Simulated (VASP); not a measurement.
The system is Pt.

```
CELL_PARAMETERS angstrom
-1.58217 1.58498 1.58466
1.60292 -1.57978 1.60020
1.56748 1.56509 -1.57945
ATOMIC_POSITIONS crystal
Pt 0.00000 0.00000 0.00000
```

```yaml
Program: VASP 6.6.1
Task: relaxation of cell and atoms
Functional: PBE
Dispersion: D3(BJ)
Potentials_or_basis: VASP PAW PBE potentials, release 64 (Pt)
Cutoff: 600 eV
k_mesh: 12 × 12 × 12
Occupations: fermi-dirac, width 0.05 eV
Spin: no spin polarisation
```

At the start: pressure -9.4 GPa; volume 15.90 Å³/atom.

How do energy, volume and symmetry change on relaxing?

Over 46 steps the energy falls by 107.4 meV/atom and the volume is 15.29 Å³/atom (-3.8 %); space group Im-3m (No. 229, to 0.1 Å) before, I4/mmm (No. 139, to 0.1 Å).

Step by step:
```csv
step,energy change (eV),largest force (eV/Å),pressure (GPa),volume (Å³)
1,0.0000,0.0000,-9.36,15.90
3,-0.0200,0.0000,-0.12,15.30
5,-0.0207,0.0000,-0.10,15.30
7,-0.0210,0.0000,0.03,15.29
9,-0.0250,0.0000,0.46,15.26
11,-0.0750,0.0000,3.25,15.07
13,-0.0889,0.0000,4.70,15.00
15,-0.0940,0.0000,6.24,14.93
17,-0.0958,0.0000,5.93,14.95
19,-0.1024,0.0000,-2.00,15.37
21,-0.1031,0.0000,-0.47,15.29
23,-0.1043,0.0000,0.18,15.26
25,-0.1044,0.0000,0.07,15.27
27,-0.1045,0.0000,-1.14,15.34
29,-0.1047,0.0000,-0.47,15.30
31,-0.1050,0.0000,0.83,15.24
33,-0.1052,0.0000,0.77,15.24
35,-0.1061,0.0000,0.66,15.25
37,-0.1072,0.0000,-0.66,15.32
39,-0.1074,0.0000,0.01,15.29
41,-0.1074,0.0000,0.25,15.28
43,-0.1074,0.0000,0.14,15.28
45,-0.1074,0.0000,0.09,15.28
46,-0.1074,0.0000,-0.02,15.29
```

Final structure:
```
Pt
1.0
    -1.68006    1.35806    1.67614
     1.68065   -1.35955    1.67445
     1.68073    1.35742   -1.67410
Pt
1
Direct
  0.00000 0.00000 0.00000
```
